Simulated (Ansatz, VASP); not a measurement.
**One calculation of Au, two programs**

```
Au
1.0
     2.90000    0.00000    0.00000
    -1.45000    2.51147    0.00000
     0.00000    0.00000    4.88000
Au
2
Direct
  0.66667 0.33333 0.25000
  0.33333 0.66667 0.75000
```

Alike in both runs: task relaxation of cell and atoms; functional PBEsol; k mesh 11 × 11 × 6; occupations fermi-dirac, width 0.05 eV; no spin polarisation.

```csv
,VASP,Ansatz
version,VASP 6.6.1,Ansatz 0.2.0
potentials or method,"VASP PAW PBE potentials, release 64 (Au)",Ansatz PAW
plane-wave cutoff (eV),600,420
valence electrons in the cell,22,38
```

Ansatz gave:

- gap on the k mesh at the Fermi level, each at its own relaxed structure (eV): none
- relaxed volume (Å³/atom): 17.02
- relaxed cell length with the largest relative difference (Å): 4.777

Task: Which values does VASP return?

Result: gap on the k mesh at the Fermi level, each at its own relaxed structure (eV): none; relaxed volume (Å³/atom): 17.00; relaxed cell length with the largest relative difference (Å): 4.774.

VASP's potentials were made for PBE, not for PBEsol. A gap of «none» marks a metal or a gap that the smearing closes. VASP's potentials hold 22 valence electrons a cell and Ansatz's 38, so a difference there can come from the potentials and not from the codes.

Neither program's run includes spin-orbit coupling. Noted on Ansatz's run: the plane-wave basis is chosen anew once the cell has moved, so the energies of steps on either side of that aren't comparable.
